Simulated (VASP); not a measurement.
**CsCl: electric field gradients with PBEsol**

CsCl:

```
Cs Cl
1.0
     4.20386    0.00000    0.00000
     0.00000    4.20386    0.00000
     0.00000    0.00000    4.20386
Cs Cl
1 1
Direct
  0.00000 0.00000 0.00000
  0.50000 0.50000 0.50000
```

This cell differs from its parent crystal: volume scaled by 1.06.

```yaml
Program: VASP 6.6.1
Task: electric field gradients
Functional: PBEsol
Potentials_or_basis: VASP PAW PBE potentials, release 64 (Cs_sv, Cl)
Cutoff: 400 eV
k_mesh: 6 × 6 × 6
Occupations: fermi-dirac, width 0.03 eV
Spin: no spin polarisation
Dipole_correction: no
Further_INCAR_settings: ALGO = Normal; EDIFF = 1e-08; NBANDS = 15
```

The pressure is -1.4 GPa and the band gap on the k mesh is 4.80 eV, direct.

Levels at points of the mesh, in eV from the valence-band top:
| k point | band 5 | band 6 | band 7 | band 8 | band 9 | band 10 | band 11 | band 12 |
| --- | --- | --- | --- | --- | --- | --- | --- | --- |
| (0.00, 0.00, 0.00) | -5.96 | 0.00 | 0.00 | 0.00 | 4.80 | 5.32 | 5.32 | 9.79 |
| (0.50, 0.00, 0.00) | -5.84 | -1.09 | -0.19 | -0.19 | 6.29 | 7.21 | 8.32 | 9.10 |
| (0.50, 0.50, 0.00) | -5.77 | -0.42 | -0.42 | -0.03 | 5.76 | 5.83 | 7.82 | 7.82 |
| (0.50, 0.50, 0.50) | -6.43 | -0.99 | -0.99 | -0.99 | 8.16 | 8.16 | 8.16 | 10.04 |

It took 29 s on 1 thread of AMD EPYC 7R13, with other jobs on the host, peak memory 0.13 GiB.

Caveat: without QUAD_EFG the Cq values of the log hold for a quadrupole moment of 1 mb, not for the nuclei; the PAW data sets were made with another functional, which shifts forces and pressure a little; spin-orbit coupling is left out, which moves the levels of the heavy elements.
